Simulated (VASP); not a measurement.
A run of VASP 6.6.1:

INCAR

```
SYSTEM = BN
ALGO     = Normal         ! electronic algorithm
EDIFF    = 1E-6           ! SCF threshold, eV
ENCUT    = 600            ! plane-wave cutoff, eV
GGA      = PE             ! functional
GGA_COMPAT= .FALSE.      
ISIF     = 2              ! what is computed and relaxed
ISMEAR   = 0              ! smearing method
LASPH    = .TRUE.         ! aspherical terms in the spheres
LCHARG   = .FALSE.        ! write CHGCAR
LREAL    = .FALSE.        ! projectors in reciprocal space
LWAVE    = .FALSE.        ! write WAVECAR
NBANDS   = 11             ! bands
NELM     = 120            ! most SCF steps
PREC     = Accurate       ! precision mode
SIGMA    = 0.01           ! smearing width, eV
```

The input KPOINTS:

```
k-points
0
G
  12 12 12
  0 0 0
```

POSCAR

```
BN
1.0
    0.0000000000      1.7925625000      1.7925625000
    1.7925625000      0.0000000000      1.7925625000
    1.7925625000      1.7925625000      0.0000000000
B N
1 1
Direct
    0.0000000000      0.0000000000      0.0000000000
    0.2500000000      0.2500000000      0.2500000000
```

Potentials or basis: VASP PAW PBE potentials, release 64 (B, N).

Run with:

```bash
$ cat potpaw_PBE.64/B/POTCAR potpaw_PBE.64/N/POTCAR > POTCAR
$ mpirun -np 1 vasp_std > vasp.out
```

Hardware: 1 thread of Intel(R) Xeon(R) 6975P-C (Granite Rapids), on a shared host.

Problem. How long does it take, and how much memory?

Solution. It took 5.1 s on 1 thread of Intel(R) Xeon(R) 6975P-C (Granite Rapids), with other jobs on the host, peak memory 0.12 GiB. Counts: scf iterations 12, k points 72.
